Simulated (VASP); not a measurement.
# RbBr (Cm) in VASP: single point with PBEsol

Aim: the single point of RbBr with PBEsol.

All numbers are computed with VASP 6.6.1; they aren't measurements. Logs are shortened: lines on timing, memory, paths and dates and some standing lists are left out, and cuts for length are marked.

## (1) The cell of the first run

It takes space group Cm (No. 8, monoclinic). Conventional cell: a = 5.835 Å, b = 5.835 Å, c = 4.126 Å, α = 90.00°, β = 90.00°, γ = 90.00°. Rb (site symmetry m) has 8 Br at 3.28 to 3.87 Å and 6 Rb at 4.13 Å within 4.3 Å. Within 4.3 Å of Br (site symmetry m) lie 8 Rb at 3.28 to 3.87 Å and 6 Br at 4.13 Å.

## (2) Single point, PBEsol (atom 1 (Rb) moved by (-0.150, -0.300) A along [1 1 0] and z)

Input file INCAR:

```
ALGO     = Normal         # electronic algorithm
EDIFF    = 1E-6           # SCF threshold, eV
ENCUT    = 520            # plane-wave cutoff, eV
GGA      = PS             # functional
ISIF     = 2              # what is computed and relaxed
ISMEAR   = 0              # smearing method
LASPH    = True           # aspherical terms in the spheres
LCHARG   = True           # write CHGCAR
LELF     = True           # ELF
LREAL    = False          # projectors in reciprocal space
LVHAR    = True         
LWAVE    = False          # write WAVECAR
NBANDS   = 15             # bands
NELM     = 60             # most SCF steps
PREC     = Accurate       # precision mode
SIGMA    = 0.05           # smearing width, eV
```

Input file KPOINTS:

```
k-points
0
Gamma
  6 6 6
```

Input file POSCAR:

```
RbBr
1.0
    4.1260773000      0.0000000000      0.0000000000
    0.0000000000      4.1260773000      0.0000000000
    0.0000000000      0.0000000000      4.1260773000
Rb Br
1 1
Direct
   -0.0257062603     -0.0257062603     -0.0727082840
    0.5000000000      0.5000000000      0.5000000000
```

Potentials or basis: VASP PAW PBE potentials, release 64 (Rb_sv, Br).

On the command line:

```
$ cat potpaw_PBE.64/Rb_sv/POTCAR potpaw_PBE.64/Br/POTCAR > POTCAR
$ mpirun -np 1 vasp_std > vasp.out
```

OUTCAR:

```text
EDIFF = 1E-6
   ENCUT = 520
   GGA = PS
   ISIF = 2
   ISMEAR = 0
   LASPH = True
   LREAL = False
   NELM = 60
   PREC = Accurate

 ion  position               nearest neighbor table
   1  0.974  0.974  0.927-   2 3.28   2 3.41   2 3.41   2 3.54   2 3.64   2 3.76   2 3.76   2 3.87

   2  0.500  0.500  0.500-   1 3.28   1 3.41   1 3.41   1 3.54   1 3.64   1 3.76   1 3.76   1 3.87

  LATTYP: Found a simple cubic cell.
 ALAT       =     4.1260773000

  Lattice vectors:

 A1 = (   4.1260773000,   0.0000000000,   0.0000000000)
 A2 = (   0.0000000000,   4.1260773000,   0.0000000000)
 A3 = (   0.0000000000,   0.0000000000,   4.1260773000)

Analysis of symmetry for initial positions (statically):
=====================================================================
 Subroutine PRICEL returns:
 Original cell was already a primitive cell.

 Routine SETGRP: Setting up the symmetry group for a
 simple cubic supercell.

 Subroutine GETGRP returns: Found  2 space group operations
 (whereof  2 operations were pure point group operations)
 out of a pool of 48 trial point group operations.

The static configuration has the point symmetry C_1h.

Analysis of symmetry for dynamics (positions and initial velocities):
=====================================================================
 Subroutine PRICEL returns:
 Original cell was already a primitive cell.

 Routine SETGRP: Setting up the symmetry group for a
 simple cubic supercell.

 Subroutine GETGRP returns: Found  2 space group operations
 (whereof  2 operations were pure point group operations)
 out of a pool of 48 trial point group operations.

The dynamic configuration has the point symmetry C_1h.

 Subroutine INISYM returns: Found  2 space group operations
 (whereof  2 operations are pure point group operations),
 and found     1 'primitive' translations

----------------------------------------------------------------------------------------

                                     Primitive cell

  volume of cell :      70.2445

  direct lattice vectors                    reciprocal lattice vectors
     4.126077300  0.000000000  0.000000000     0.242360947  0.000000000  0.000000000
     0.000000000  4.126077300  0.000000000     0.000000000  0.242360947  0.000000000
     0.000000000  0.000000000  4.126077300     0.000000000  0.000000000  0.242360947

  length of vectors
     4.126077300  4.126077300  4.126077300     0.242360947  0.242360947  0.242360947

  position of ions in fractional coordinates (direct lattice)
     0.974293740  0.974293740  0.927291716
     0.500000000  0.500000000  0.500000000

  ion indices of the primitive-cell ions
   primitive index   ion index
                 1           1
                 2           2

----------------------------------------------------------------------------------------

 KPOINTS: k-points

Automatic generation of k-mesh.
 Grid dimensions read from file:
 generate k-points for:    6    6    6

 Generating k-lattice:

  Cartesian coordinates                     Fractional coordinates (reciprocal lattice)
     0.040393491  0.000000000  0.000000000     0.166666667  0.000000000  0.000000000
     0.000000000  0.040393491  0.000000000     0.000000000  0.166666667  0.000000000
     0.000000000  0.000000000  0.040393491     0.000000000  0.000000000  0.166666667

  Length of vectors
     0.040393491  0.040393491  0.040393491

  Shift w.r.t. Gamma in fractional coordinates (k-lattice)
     0.000000000  0.000000000  0.000000000

 Subroutine IBZKPT returns following result:
 ===========================================

 Found     68 irreducible k-points:

 Following reciprocal coordinates:
            Coordinates               Weight
  0.000000  0.000000  0.000000      1.000000
  0.166667  0.000000  0.000000      4.000000
  0.000000  0.000000  0.166667      2.000000
  0.333333  0.000000  0.000000      4.000000
  0.000000  0.000000  0.333333      2.000000
  0.500000  0.000000  0.000000      2.000000
[... 16 lines left out ...]
 -0.333333  0.333333  0.000000      2.000000
 -0.333333  0.000000  0.333333      4.000000
 [... further k-points ...]
   k-points           NKPTS =     68   k-points in BZ     NKDIM =     68   number of bands    NBANDS=     15
   number of dos      NEDOS =    301   number of ions     NIONS =      2
   total plane-waves  NPLWV =  32768
   dimension x,y,z NGX =    32 NGY =   32 NGZ =   32
   dimension x,y,z NGXF=    64 NGYF=   64 NGZF=   64
   ions per type =               1   1
   NGX,Y,Z   is equivalent  to a cutoff of  12.89, 12.89, 12.89 a.u.
   NGXF,Y,Z  is equivalent  to a cutoff of  25.79, 25.79, 25.79 a.u.
 SYSTEM =  unknown system
   PREC   = accura    normal or accurate (medium, high low for compatibility)
   ISTART =      0    job   : 0-new  1-cont  2-samecut
   ICHARG =      2    charge: 1-file 2-atom 10-const
   ISPIN  =      1    spin polarized calculation?
   LNONCOLLINEAR =      F non collinear calculations
   LSORBIT =      F    spin-orbit coupling
   LASPH  =      T    aspherical Exc in radial PAW
   ENCUT  =  520.0 eV  38.22 Ry    6.18 a.u.   7.67  7.67  7.67*2*pi/ulx,y,z
   NELM   =     60;   NELMIN=  2; NELMDL= -5     # of ELM steps
   EDIFF  = 0.1E-05   stopping-criterion for ELM
   LREAL  =      F    real-space projection
   EDIFFG = 0.1E-04   stopping-criterion for IOM
   NSW    =      0    number of steps for IOM
   IBRION =     -1    ionic relax: 0-MD 1-quasi-New 2-CG
   NFREE  =      0    steps in history (QN), initial steepest desc. (CG)
   ISIF   =      2    stress and relaxation
   ISYM   =      2    0-nonsym 1-usesym 2-fastsym
   POTIM  = 0.5000    time-step for ionic-motion
   TEBEG  =    0.0;   TEEND  =   0.0 temperature during run
   PSTRESS=    0.0 pullay stress
   NELECT =      16.0000    total number of electrons
   NUPDOWN=      -1.0000    fix difference up-down
   EMIN   =  10.00;   EMAX   =-10.00  energy-range for DOS
   EFERMI =   0.00;   METHOD = LEGACY
   ISMEAR =     0;   SIGMA  =   0.05  broadening in eV -4-tet -1-fermi 0-gaus
   EFERMI_NEDOS =   21; number of points for ismear=-14 and -15
   IALGO  =     38    algorithm
   IMIX   =      4    mixing-type and parameters
     AMIX     =   0.40;   BMIX     =  1.00
     AMIX_MAG =   1.60;   BMIX_MAG =  1.00
  volume/ion in A,a.u.               =      35.12       237.02
  Fermi-wavevector in a.u.,A,eV,Ry     =   0.999795  1.889338 13.600238  0.999589
  Thomas-Fermi vector in A             =   2.132108
   LORBIT       =      0    0 simple, 1 ext, 2 COOP (PROOUT), +10 PAW based schemes
   GGA     = PS    functional components
   LHFCALC =     F    Hartree Fock is set to
   AEXX    =    0.0000 exact exchange contribution
   IVDW    =     0    specifies the selected vdW correction
   LEPSILON=     F    determine dielectric tensor
   LRPA    =     F    only Hartree local field effects (RPA)
 non-spin polarized calculation
 Gauss-broadening in eV      SIGMA  =   0.05
  energy-cutoff  :      520.00
  volume of cell :       70.24
 maximum number of plane-waves:      1924
   NGX = 15   NGY = 15   NGZ = 15

 number of electron      16.0000002 magnetization

 Free energy of the ion-electron system (eV)
  ---------------------------------------------------
  ext. energy  EPLUGINS =         0.00000000
  ---------------------------------------------------
  free energy    TOTEN  =        -6.25556868 eV

  energy without entropy =       -6.25556868  energy(sigma->0) =       -6.25556868

 E-fermi :  -0.5602     XC(G=0):  -8.0982

 val. band max:       -0.8010480775   @ k =   0.5000   0.5000   0.0000
 cond. band min:       3.1421769336   @ k =   0.0000   0.0000   0.0000
 fundamental gap:      3.9432250111
 Fermi energy:        -0.5602047350

 k-point     1 :       0.0000    0.0000    0.0000
  band No.  band energies     occupation
      1     -25.7636      2.00000
      2     -13.4336      2.00000
      3      -9.7630      2.00000
      4      -9.7626      2.00000
      5      -9.7552      2.00000
      6      -0.9865      2.00000
      7      -0.9581      2.00000
      8      -0.9396      2.00000
      9       3.1422      0.00000
     10       4.7009      0.00000
     11       4.8966      0.00000
     12       9.0777      0.00000
     13       9.2384      0.00000
     14       9.2456      0.00000
     15      11.1686      0.00000

 k-point     2 :       0.1667    0.0000    0.0000
  band No.  band energies     occupation
      1     -25.7582      2.00000
      2     -13.4333      2.00000
      3      -9.8056      2.00000
      4      -9.7497      2.00000
      5      -9.7388      2.00000
      6      -1.4592      2.00000
      7      -0.9834      2.00000
      8      -0.9653      2.00000
      9       3.7998      0.00000
     10       5.0072      0.00000
     11       5.3271      0.00000
     12       8.9290      0.00000
     13       9.0485      0.00000
     14       9.4102      0.00000
     15      10.1544      0.00000

 k-point     3 :       0.0000    0.0000    0.1667
  band No.  band energies     occupation
      1     -25.7583      2.00000
      2     -13.4304      2.00000
      3      -9.7986      2.00000
      4      -9.7506      2.00000
      5      -9.7494      2.00000
      6      -1.4714      2.00000
      7      -0.9707      2.00000
      8      -0.9623      2.00000
      9       3.7938      0.00000
     10       4.8951      0.00000
     11       5.4872      0.00000
     12       9.0184      0.00000
     13       9.0478      0.00000
     14       9.2589      0.00000
     15      10.5005      0.00000
[... 343 lines left out ...]
 k-point    23 :      -0.3333    0.3333    0.0000
  band No.  band energies     occupation
      1     -25.7323      2.00000
      2     -13.3306      2.00000
      3     -10.0121      2.00000
      4      -9.9052      2.00000
      5      -9.7045      2.00000
      6      -1.9441      2.00000
      7      -1.6687      2.00000
      8      -0.8761      2.00000
      9       4.9681      0.00000
     10       5.7150      0.00000
     11       7.4259      0.00000
     12       7.9986      0.00000
     13       8.3308      0.00000
     14       8.5643      0.00000
     15       9.8983      0.00000

 k-point    24 :      -0.3333    0.0000    0.3333
  band No.  band energies     occupation
      1     -25.7325      2.00000
      2     -13.3355      2.00000
      3     -10.0126      2.00000
      4      -9.8935      2.00000
      5      -9.6970      2.00000
      6      -1.9414      2.00000
      7      -1.6692      2.00000
      8      -0.9123      2.00000
      9       5.0267      0.00000
     10       5.6716      0.00000
     11       7.4298      0.00000
     12       7.8485      0.00000
     13       8.2879      0.00000
     14       8.3602      0.00000
     15      10.1729      0.00000

 [... further k-points ...]

------------------------ aborting loop because EDIFF is reached ----------------------------------------

  FORCE on cell =-STRESS in cart. coord.  units (eV):
  Direction    XX          YY          ZZ          XY          YZ          ZX
  --------------------------------------------------------------------------------------
  -------------------------------------------------------------------------------------
  Total        0.0227918      0.0227918     -0.0402810      0.0615447      0.1421390      0.1421390
  in kB        0.5198485      0.5198485     -0.9187528      1.4037472      3.2419916      3.2419916
  external PRESSURE =       0.0403147 kB  Pullay stress =       0.0000000 kB

 VOLUME and BASIS-vectors are now :
 -----------------------------------------------------------------------------
  energy-cutoff  :      520.00
  volume of cell :       70.24
      direct lattice vectors                 reciprocal lattice vectors
     4.126077300  0.000000000  0.000000000     0.242360947  0.000000000  0.000000000
     0.000000000  4.126077300  0.000000000     0.000000000  0.242360947  0.000000000
     0.000000000  0.000000000  4.126077300     0.000000000  0.000000000  0.242360947

 POSITION                                       TOTAL-FORCE (eV/Angst)
 -----------------------------------------------------------------------------------
      4.02001      4.02001      3.82608         0.101898      0.101898      0.226049
      2.06304      2.06304      2.06304        -0.101898     -0.101898     -0.226049
 -----------------------------------------------------------------------------------
    total drift:                                0.000014      0.000014      0.000050

  FREE ENERGIE OF THE ION-ELECTRON SYSTEM (eV)
  ---------------------------------------------------
  free  energy   TOTEN  =        -6.2555686841 eV

  energy  without entropy=       -6.2555686841  energy(sigma->0) =       -6.25556868
```

It took 83 s on 1 thread of Intel Xeon 8259CL, shared host; peak memory 0.22 GiB.

What came out:

- Free energy: -6.2556 eV
- Pressure: 0.0 GPa
- Largest force: 0.268 eV/Å
- Band gap on the k mesh: 3.94 eV (least direct gap 4.08 eV)

Forces in eV/Å, atoms in the order of the input:
```
Rb   0.102  0.102  0.226
Br  -0.102 -0.102 -0.226
```

Levels at points of the mesh, in eV from the valence-band top:
```tsv
k point	band 6	band 7	band 8	band 9	band 10	band 11
(0.00, 0.00, 0.00)	-0.19	-0.16	-0.14	3.94	5.50	5.70
(0.50, 0.00, 0.00)	-1.73	-0.24	-0.18	6.71	6.89	7.50
(0.00, 0.00, 0.50)	-1.73	-0.21	-0.21	6.68	6.98	7.62
(0.50, 0.50, 0.00)	-1.04	-1.04	0.00	5.26	6.26	7.97
(0.00, 0.50, 0.50)	-1.06	-1.04	-0.03	5.25	6.15	7.95
(0.50, 0.50, 0.50)	-1.34	-1.32	-1.30	7.78	7.83	8.15
```

Caveat: the cell differs from its parent crystal (atom 1 (Rb) moved by (-0.150, -0.300) A along [1 1 0] and z); the PAW data sets were made with another functional, which shifts forces and pressure a little. A k mesh can miss the band edges.
